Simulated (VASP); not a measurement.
# LiSi16 (a cell with a defect) in VASP: further runs

The runs below take LiSi16 (a cell with a defect) through single point, with PBE.

Program: VASP 6.6.1. These are calculated values, not measurements. Logs are shortened: lines on timing, memory, paths and dates and some standing lists are left out, and cuts for length are marked.

**1. The cell of the first run**

The cell holds a defect, 17 atoms: a = 7.679 Å, b = 7.679 Å, c = 7.679 Å, α = 60.00°, β = 60.00°, γ = 60.00°.

**2. Single point, PBE**

INCAR

```
ALGO = Normal
EDIFF = 1E-6
ENCUT = 520
GGA = PE
ISIF = 2
ISMEAR = 0
LASPH = T
LCHARG = F
LREAL = Auto
LWAVE = F
NBANDS = 48
NELECT = 66.0
NELM = 60
PREC = Accurate
SIGMA = 0.02
```

KPOINTS

```
k-points
0
Gamma
  2 2 2
```

POSCAR

```
LiSi16
1.0
    0.0000000000      5.4300000000      5.4300000000
    5.4300000000      0.0000000000      5.4300000000
    5.4300000000      5.4300000000      0.0000000000
Si Li
16 1
Direct
   -0.0030347145     -0.0026929098      0.0062916206
    0.1268423573      0.1271839779      0.1190200737
    0.0051644567      0.0055064457      0.4926011050
    0.1211747698      0.1215169429      0.6336662983
    0.0090670350      0.5011128913     -0.0134237569
    0.1268405157      0.6248252302      0.1190197053
    0.0051629834      0.4946022099      0.4926027624
    0.1408748619      0.6240697053      0.6088588398
    0.5007711786      0.0094091160     -0.0134242173
    0.6244834254      0.1271821363      0.1190197053
    0.4942600368      0.0055049724      0.4926025783
    0.6237278085      0.1412173112      0.6088581952
    0.5007700737      0.5011116943     -0.0134188766
    0.6318174954      0.6321594843      0.1017335175
    0.5087442910      0.5090866483      0.4709590239
    0.6237269797      0.6240686004      0.6088641805
    0.7651943831      0.7655372928      0.7016124309
```

Potentials or basis: VASP PAW PBE potentials, release 64 (Si, Li_sv).

Started as:

```bash
> cat potpaw_PBE.64/Si/POTCAR potpaw_PBE.64/Li_sv/POTCAR > POTCAR
> mpirun -np 1 vasp_std > vasp.out
```

OUTCAR:

```text
EDIFF = 1E-6
   ENCUT = 520
   GGA = PE
   ISIF = 2
   ISMEAR = 0
   LASPH = T
   LREAL = Auto
   NELECT = 66.0
   NELM = 60
   PREC = Accurate

 ion  position               nearest neighbor table
   1  0.997  0.997  0.006-   4 2.34   6 2.34  10 2.34   2 2.34
   2  0.127  0.127  0.119-   1 2.34   3 2.34   9 2.35   5 2.35
   3  0.005  0.006  0.493-   4 2.34   2 2.34  12 2.39   8 2.39  17 2.62
   4  0.121  0.122  0.634-   1 2.34   7 2.34  11 2.34   3 2.34
   5  0.009  0.501  0.987-   2 2.35   6 2.35  14 2.37   8 2.37  17 2.88
   6  0.127  0.625  0.119-   1 2.34   7 2.34   5 2.35  13 2.35
   7  0.005  0.495  0.493-   4 2.34   6 2.34   8 2.39  16 2.39  17 2.62
   8  0.141  0.624  0.609-  15 2.31  17 2.37   5 2.37   7 2.39   3 2.39
   9  0.501  0.009  0.987-   2 2.35  10 2.35  14 2.37  12 2.37  17 2.88
  10  0.624  0.127  0.119-   1 2.34  11 2.34   9 2.35  13 2.35
  11  0.494  0.006  0.493-   4 2.34  10 2.34  12 2.39  16 2.39  17 2.62
  12  0.624  0.141  0.609-  15 2.31  17 2.37   9 2.37  11 2.39   3 2.39
  13  0.501  0.501  0.987-  10 2.35   6 2.35  14 2.37  16 2.37  17 2.88
  14  0.632  0.632  0.102-  15 2.32  13 2.37   5 2.37   9 2.37  17 2.51
  15  0.509  0.509  0.471-  12 2.31   8 2.31  16 2.31  14 2.32
  16  0.624  0.624  0.609-  15 2.31  17 2.37  13 2.37   7 2.39  11 2.39
  17  0.765  0.766  0.702-  12 2.37   8 2.37  16 2.37  14 2.51   3 2.62  11 2.62   7 2.62   9 2.88
                             5 2.88  13 2.88

  LATTYP: Found a face centered cubic cell.
 ALAT       =    10.8600000000

  Lattice vectors:

 A1 = (   0.0000000000,   5.4300000000,   5.4300000000)
 A2 = (   5.4300000000,   0.0000000000,   5.4300000000)
 A3 = (   5.4300000000,   5.4300000000,   0.0000000000)

Analysis of symmetry for initial positions (statically):
=====================================================================
 Subroutine PRICEL returns:
 Original cell was already a primitive cell.

 Routine SETGRP: Setting up the symmetry group for a
 face centered cubic supercell.

 Subroutine GETGRP returns: Found  2 space group operations
 (whereof  1 operations were pure point group operations)
 out of a pool of 48 trial point group operations.

The static configuration has the point symmetry C_1 .
 The point group associated with its full space group is C_1h.

Analysis of symmetry for dynamics (positions and initial velocities):
=====================================================================
 Subroutine PRICEL returns:
[... 126 lines left out ...]
   NFREE  =      0    steps in history (QN), initial steepest desc. (CG)
   ISIF   =      2    stress and relaxation
   ISYM   =      2    0-nonsym 1-usesym 2-fastsym
   POTIM  = 0.5000    time-step for ionic-motion
   TEBEG  =    0.0;   TEEND  =   0.0 temperature during run
   PSTRESS=    0.0 pullay stress
   NELECT =      66.0000    total number of electrons
   NUPDOWN=      -1.0000    fix difference up-down
   EMIN   =  10.00;   EMAX   =-10.00  energy-range for DOS
   EFERMI =   0.00;   METHOD = LEGACY
   ISMEAR =     0;   SIGMA  =   0.02  broadening in eV -4-tet -1-fermi 0-gaus
   EFERMI_NEDOS =   21; number of points for ismear=-14 and -15
   IALGO  =     38    algorithm
   IMIX   =      4    mixing-type and parameters
     AMIX     =   0.40;   BMIX     =  1.00
     AMIX_MAG =   1.60;   BMIX_MAG =  1.00
  volume/ion in A,a.u.               =      18.84       127.11
  Fermi-wavevector in a.u.,A,eV,Ry     =   0.967044  1.827449 12.723821  0.935174
  Thomas-Fermi vector in A             =   2.096897
   LORBIT       =      0    0 simple, 1 ext, 2 COOP (PROOUT), +10 PAW based schemes
   GGA     = PE    functional components
   LHFCALC =     F    Hartree Fock is set to
   AEXX    =    0.0000 exact exchange contribution
   IVDW    =     0    specifies the selected vdW correction
   LEPSILON=     F    determine dielectric tensor
   LRPA    =     F    only Hartree local field effects (RPA)
 non-spin polarized calculation
 Gauss-broadening in eV      SIGMA  =   0.02
  energy-cutoff  :      520.00
  volume of cell :      320.21
 maximum number of plane-waves:      8646
 NGX is ok and might be reduce to    60
   NGX = 29   NGY = 29   NGZ = 29

 number of electron      65.9999998 magnetization

 Free energy of the ion-electron system (eV)
  ---------------------------------------------------
  ext. energy  EPLUGINS =         0.00000000
  ---------------------------------------------------
  free energy    TOTEN  =       -93.44416842 eV

  energy without entropy =      -93.44416842  energy(sigma->0) =      -93.44416842

 E-fermi :   6.1616     XC(G=0):  -9.4430

 val. band max:        6.0489211959   @ k =   0.0000   0.0000   0.0000
 cond. band min:       6.6430452589   @ k =   0.0000   0.0000   0.0000
 fundamental gap:      0.5941240630
 Fermi energy:         6.1616379895

 k-point     1 :       0.0000    0.0000    0.0000
  band No.  band energies     occupation
      1     -40.3492      2.00000
      2      -5.9206      2.00000
      3      -3.6707      2.00000
      4      -3.6104      2.00000
      5      -3.6104      2.00000
      6      -3.5973      2.00000
[... 277 lines left out ...]
     44      10.3094      0.00000
     45      10.3546      0.00000
 [bands above 45 left out]

------------------------ aborting loop because EDIFF is reached ----------------------------------------

  FORCE on cell =-STRESS in cart. coord.  units (eV):
  Direction    XX          YY          ZZ          XY          YZ          ZX
  --------------------------------------------------------------------------------------
  -------------------------------------------------------------------------------------
  Total       -1.2250590     -1.2250590     -1.2238402     -0.1902103      0.1900558      0.1900558
  in kB       -6.1296844     -6.1296844     -6.1235861     -0.9517330      0.9509601      0.9509602
  external PRESSURE =      -6.1276516 kB  Pullay stress =       0.0000000 kB

 VOLUME and BASIS-vectors are now :
 -----------------------------------------------------------------------------
  energy-cutoff  :      520.00
  volume of cell :      320.21
      direct lattice vectors                 reciprocal lattice vectors
     0.000000000  5.430000000  5.430000000    -0.092081031  0.092081031  0.092081031
     5.430000000  0.000000000  5.430000000     0.092081031 -0.092081031  0.092081031
     5.430000000  5.430000000  0.000000000     0.092081031  0.092081031 -0.092081031

 POSITION                                       TOTAL-FORCE (eV/Angst)
 -----------------------------------------------------------------------------------
      5.44954      5.44769     10.82890        -0.046380     -0.046380      0.045566
      1.33689      1.33503      1.37936        -0.028220     -0.028220      0.013738
      2.70472      2.70287      0.05794        -0.032416     -0.032416     -0.014289
      4.10064      4.09879      1.31782        -0.047089     -0.047089      0.046993
      8.07815      5.40634      2.77028        -0.005000     -0.004909      0.004340
      4.03908      1.33502      4.08155        -0.014565     -0.028780      0.027764
[... 9 lines left out ...]
      6.69483      6.69297      6.77553        -0.005793     -0.005793      0.042255
      7.96662      7.96476      8.31187         0.227206      0.227206     -0.229250
 -----------------------------------------------------------------------------------
    total drift:                                0.005731      0.001606      0.006241

  FREE ENERGIE OF THE ION-ELECTRON SYSTEM (eV)
  ---------------------------------------------------
  free  energy   TOTEN  =       -93.4441684174 eV

  energy  without entropy=      -93.4441684174  energy(sigma->0) =      -93.44416842
```

OSZICAR:

```text
N       E                     dE             d eps       ncg     rms          rms(c)
DAV:   1     0.178301057886E+03    0.17830E+03   -0.25293E+04   576   0.116E+03
DAV:   2    -0.749702837133E+02   -0.25327E+03   -0.23677E+03   688   0.191E+02
DAV:   3    -0.939282230349E+02   -0.18958E+02   -0.18630E+02   840   0.438E+01
DAV:   4    -0.950000338569E+02   -0.10718E+01   -0.10620E+01   896   0.962E+00
DAV:   5    -0.950310273465E+02   -0.30993E-01   -0.30989E-01   792   0.145E+00    0.142E+01
DAV:   6    -0.939242923179E+02    0.11067E+01   -0.93578E-01   680   0.321E+00    0.870E+00
DAV:   7    -0.934278545552E+02    0.49644E+00   -0.14485E+00   704   0.360E+00    0.111E+00
DAV:   8    -0.934381609750E+02   -0.10306E-01   -0.13071E-01   664   0.132E+00    0.489E-01
DAV:   9    -0.934422433720E+02   -0.40824E-02   -0.11023E-02   688   0.379E-01    0.235E-01
DAV:  10    -0.934435598246E+02   -0.13165E-02   -0.15411E-03   672   0.131E-01    0.114E-01
DAV:  11    -0.934441338881E+02   -0.57406E-03   -0.61088E-04   672   0.900E-02    0.276E-02
DAV:  12    -0.934441621197E+02   -0.28232E-04   -0.57430E-05   728   0.269E-02    0.120E-02
DAV:  13    -0.934441679409E+02   -0.58211E-05   -0.13773E-05   704   0.135E-02    0.402E-03
DAV:  14    -0.934441684174E+02   -0.47652E-06   -0.58379E-07   416   0.284E-03
   1 F= -.93444168E+02 E0= -.93444168E+02  d E =-.452588E-16
```

stdout:

```text
POSCAR found type information on POSCAR SiLi
 POSCAR found :  2 types and      17 ions
 scaLAPACK will be used
 LDA part: xc-table for (Slater+PW92), standard interpolation
 POSCAR, INCAR and KPOINTS ok, starting setup
 FFT: planning ... GRIDC
 FFT: planning ... GRID_SOFT
 FFT: planning ... GRID
 WAVECAR not read
 entering main loop
 the old and the new charge density differ
 old charge density:    67.00000 new   66.00000
    0.142E+01
```

It took 1.8 min on 1 thread of Intel Xeon 6975P-C (Granite Rapids), shared host; peak memory 0.46 GiB.

Results:

- Free energy: -93.4442 eV
- Largest force: 0.395 eV/Å

Forces in eV/Å, atoms in the order of the input:
```
Si  -0.046 -0.046  0.046
Si  -0.028 -0.028  0.014
Si  -0.032 -0.032 -0.014
Si  -0.047 -0.047  0.047
Si  -0.005 -0.005  0.004
Si  -0.015 -0.029  0.028
Si   0.014 -0.033  0.032
Si  -0.006 -0.040  0.010
Si  -0.005 -0.005  0.004
Si  -0.029 -0.015  0.028
Si  -0.033  0.014  0.032
Si  -0.040 -0.006  0.010
Si  -0.006 -0.006  0.004
Si   0.047  0.047 -0.047
Si   0.009  0.009 -0.010
Si  -0.006 -0.006  0.042
Li   0.227  0.227 -0.229
```

Caveat: the k points lie up to 0.50 Å⁻¹ apart; the cell carries a net charge on a neutralising background, which shifts energy and pressure; the cell is charged against a uniform background, so pressure and absolute levels hang on convention; the cutoff is under 1.25 times the usual one of these potentials, so pressure, stress and relaxed cells hold a basis-set (Pulay) error.

**3. Single point, PBE**

INCAR

```
SYSTEM = LiSi16
ALGO     = Normal         ! electronic algorithm
EDIFF    = 1E-7           ! SCF threshold, eV
ENCUT    = 520            ! plane-wave cutoff, eV
GGA      = PE             ! functional
ISIF     = 2              ! what is computed and relaxed
ISMEAR   = 0              ! smearing method
LASPH    = .TRUE.         ! aspherical terms in the spheres
LCHARG   = .FALSE.        ! write CHGCAR
LREAL    = Auto         
LWAVE    = .FALSE.        ! write WAVECAR
NBANDS   = 48             ! bands
NELECT   = 66.0         
NELM     = 60             ! most SCF steps
PREC     = Accurate       ! precision mode
SIGMA    = 0.02           ! smearing width, eV
```

KPOINTS

```
k-points
0
G
  2 2 2
  0 0 0
```

POSCAR

```
LiSi16
1.0
    0.0000000000      5.4300000000      5.4300000000
    5.4300000000      0.0000000000      5.4300000000
    5.4300000000      5.4300000000      0.0000000000
Si Li
16 1
Direct
   -0.0061643646     -0.0058503683      0.0141231123
    0.1265632597      0.1268768877      0.1212424494
    0.0056845304      0.0059987109      0.4945569061
    0.1180195212      0.1183340700      0.6415773481
    0.0090572744      0.5005576427     -0.0139180479
    0.1265610497      0.6215776243      0.1212395028
    0.0056818600      0.4900225599      0.4945581031
    0.1430009208      0.6218311234      0.6095948435
    0.5002441989      0.0093712707     -0.0139187845
    0.6212637201      0.1268747698      0.1212395948
    0.4897081031      0.0059959484      0.4945581952
    0.6215172192      0.1433155617      0.6095940147
    0.5002425414      0.5005559853     -0.0139112339
    0.6339902394      0.6343038674      0.0936574586
    0.5104111418      0.5107256906      0.4644010129
    0.6215167587      0.6218303867      0.6096022099
    0.7803159300      0.7806306630      0.6546899632
```

Potentials or basis: VASP PAW PBE potentials, release 64 (Si, Li_sv).

Started as:

```bash
> cat potpaw_PBE.64/Si/POTCAR potpaw_PBE.64/Li_sv/POTCAR > POTCAR
> mpirun -np 1 vasp_std > vasp.out
```

It took 2.2 min on 1 thread of Intel Xeon 6975P-C (Granite Rapids), shared host; peak memory 0.46 GiB.

Results (log left out):

```yaml
Free_energy: -93.2480 eV
Largest_force: 0.731 eV/Å
```

Forces in eV/Å, atoms in the order of the input:
```
Si  -0.047 -0.047  0.048
Si  -0.031 -0.031  0.019
Si  -0.043 -0.043 -0.021
Si  -0.050 -0.050  0.051
Si  -0.026 -0.015  0.027
Si  -0.017 -0.030  0.030
Si   0.020 -0.044  0.042
Si  -0.031 -0.043  0.031
Si  -0.015 -0.026  0.027
Si  -0.030 -0.017  0.030
Si  -0.044  0.020  0.042
Si  -0.043 -0.031  0.031
Si  -0.028 -0.028  0.013
Si   0.017  0.017 -0.017
Si  -0.023 -0.023  0.024
Si  -0.031 -0.031  0.045
Li   0.422  0.422 -0.421
```

Levels at points of the mesh, in eV from the Fermi level:
```
           k point  band 31  band 32  band 33  band 34  band 35  band 36
(0.00, 0.00, 0.00)    -0.21    -0.15    -0.15     0.32     0.48     0.48
(0.50, 0.00, 0.00)    -0.98    -0.92    -0.88     1.00     1.15     1.31
(0.00, 0.00, 0.50)    -0.96    -0.88    -0.88     1.10     1.12     1.12
(0.50, 0.50, 0.50)    -0.98    -0.92    -0.88     1.00     1.15     1.31
(0.50, 0.50, 0.00)    -1.54    -1.47    -1.42     0.87     0.97     2.02
(0.00, 0.50, 0.50)    -1.54    -1.47    -1.42     0.87     0.97     2.02
```

Caveat: the k points lie up to 0.50 Å⁻¹ apart; the cell carries a net charge on a neutralising background, which shifts energy and pressure; the cell is charged against a uniform background, so pressure and absolute levels hang on convention; the cutoff is under 1.25 times the usual one of these potentials, so pressure, stress and relaxed cells hold a basis-set (Pulay) error.

(Part 1 of 2 ends here.)
